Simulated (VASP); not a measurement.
A run of VASP 6.6.1 is set up as follows.

File INCAR:

```
ALGO     = Fast           # electronic algorithm
EDIFF    = 1E-7           # SCF threshold, eV
ENCUT    = 520            # plane-wave cutoff, eV
GGA      = CA             # functional
ISIF     = 2              # what is computed and relaxed
ISMEAR   = 0              # smearing method
ISPIN    = 2              # spin polarisation
LASPH    = True           # aspherical terms in the spheres
LCHARG   = True           # write CHGCAR
LELF     = True           # ELF
LMAXMIX  = 4              # l up to which the mixer works
LORBIT   = 11             # projections on sites
LREAL    = False          # projectors in reciprocal space
LVHAR    = True         
LWAVE    = False          # write WAVECAR
MAGMOM   = 0.75 0         # initial moments
NBANDS   = 18             # bands
NELM     = 150            # most SCF steps
NUPDOWN  = 0.75           # fixed moment
PREC     = Accurate       # precision mode
SIGMA    = 0.15           # smearing width, eV
```

Contents of KPOINTS:

```
k-points
0
Gamma
  21 21 12
```

POSCAR

```
TiAl
1.0
    2.8851007109      0.0000000000      0.0000000000
   -1.4425503555      2.4985705081      0.0000000000
    0.0000000000      0.0000000000      4.7093569155
Ti Al
1 1
Direct
    0.0000000000      0.0000000000      0.0000000000
    0.3333333333      0.6666666667      0.5000000000
```

Potentials or basis: VASP PAW LDA potentials, release 64 (Ti_sv, Al).

The run is started by

```bash
$ cat potpaw_LDA.64/Ti_sv/POTCAR potpaw_LDA.64/Al/POTCAR > POTCAR
$ mpirun -np 1 vasp_std > vasp.out
```

(1) Predict the pressure.

Results:

(1) -7.3 GPa.

Caveat: the cell stands under tension; the total moment is fixed, so each spin has its own Fermi level and the state may be an excited one.
